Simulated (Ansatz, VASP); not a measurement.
Two plane-wave programs on K

```
K
1.0
     0.00000    4.89509    4.89509
     4.89509    0.00000    4.89509
     4.89509    4.89509    0.00000
K
2
Direct
  0.12500 0.12500 0.12500
  0.87500 0.87500 0.87500
```

Alike in both runs: task single point; functional revPBE; k mesh 6 × 6 × 6; occupations fermi-dirac, width 0.1 eV; no spin polarisation.

|  | VASP | Ansatz |
| --- | --- | --- |
| version | VASP 6.6.1 | Ansatz 0.2.0 |
| potentials or method | VASP PAW PBE potentials, release 64 (K_sv), cutoff 520 eV | plane waves (420 eV) with PAW, scalar-relativistic |
| valence electrons in the cell | 18 | 18 |

```csv
,VASP,Ansatz,Ansatz less VASP
pressure (GPa),0.0,0.1,+0.01
```

VASP's potentials were made for PBE, not for revPBE.
